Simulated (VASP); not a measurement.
Set up this calculation in VASP 6.6.1, as the native input.

* Task: G0W0 quasiparticle levels
* Functional: PBE
* Potentials or basis: VASP PAW PBE potentials, release 64 (Pb_d_GW, S_GW)
* Cutoff: 500 eV
* k mesh: 4 × 4 × 4
* Occupations: gaussian, width 0.01 eV
* Spin: no spin polarisation
* Dipole correction: no
* GW scheme: G0W0
* GW iterations: 1
* Cutoff of the response function: 150
* Frequency points: 96
* Empty bands: 229
* Further INCAR settings: ALGO = EVGW0; EDIFF = 1e-08; NBANDS = 240

Crystal: PbS.

```xyz
2
Lattice="0.0000 2.9872 3.0768 2.9872 0.0000 3.0768 2.9872 2.9872 0.0000" Properties=species:S:1:pos:R:3 pbc="T T T"
Pb    0.0000    0.0000    0.0000
S     2.9872    2.9872    3.0768
```

The input as run:

POSCAR

```
PbS
1.0
    0.0000000000      2.9872326717      3.0768496518
    2.9872326717      0.0000000000      3.0768496518
    2.9872326717      2.9872326717      0.0000000000
Pb S
1 1
Direct
    0.0000000000      0.0000000000      0.0000000000
    0.5000000000      0.5000000000      0.5000000000
```

INCAR.step1

```
SYSTEM = PbS
  PREC = Accurate
  ENCUT = 500
  EDIFF = 1E-8
  ISMEAR = 0
  SIGMA = 0.01
  LREAL = .False.
  LASPH = .True.
  NELM = 100
  ALGO = Normal
  LWAVE = .True.
  LCHARG = .False.
  GGA = PE
```

INCAR.step2

```
SYSTEM = PbS
  PREC = Accurate
  ENCUT = 500
  EDIFF = 1E-8
  ISMEAR = 0
  SIGMA = 0.01
  LREAL = .False.
  LASPH = .True.
  NELM = 1
  ALGO = Exact
  LWAVE = .True.
  LCHARG = .False.
  GGA = PE
  NBANDS = 240
  LOPTICS = .True.
  ISTART = 1
```

INCAR.step3

```
SYSTEM = PbS
  PREC = Accurate
  ENCUT = 500
  EDIFF = 1E-8
  ISMEAR = 0
  SIGMA = 0.01
  LREAL = .False.
  LASPH = .True.
  ALGO = EVGW0
  LWAVE = .False.
  LCHARG = .False.
  GGA = PE
  NELMGW = 1
  NBANDS = 240
  ENCUTGW = 150.0
  NOMEGA = 96
  PRECFOCK = Fast
  ISTART = 1
  NBANDSGW = 19
  OMEGAMAX = 20
```

KPOINTS

```
Automatic mesh
0
Gamma
  4 4 4
  0 0 0
```

Potentials or basis: VASP PAW PBE potentials, release 64 (Pb_d_GW, S_GW).

Run with:

```console
$ cat potpaw_PBE.64/Pb_d_GW/POTCAR potpaw_PBE.64/S_GW/POTCAR > POTCAR
$ cp INCAR.step1 INCAR
$ mpirun -np 1 vasp_std > vasp.out
$ cp INCAR.step2 INCAR
$ mpirun -np 1 vasp_std > vasp.out
$ cp INCAR.step3 INCAR
$ mpirun -np 1 vasp_std > vasp.out
```

Results of the run:

```
Quasiparticle gap                                   : 0.84 eV
Least direct quasiparticle gap                      : 0.84 eV
Band gap of the starting levels on the mesh         : 0.52 eV
Least direct gap of the starting levels on the mesh : 0.52 eV
```

Caveat: the k points lie up to 0.45 Å⁻¹ apart; bands, screening cutoff and mesh are small and nothing is extrapolated, so the quasiparticle values aren't converged; spin-orbit coupling is left out, which moves the levels of the heavy elements.

Wall time 12 min on 1 thread of AMD EPYC 9R45 (Zen 5) (shared host), peak memory 0.79 GiB.
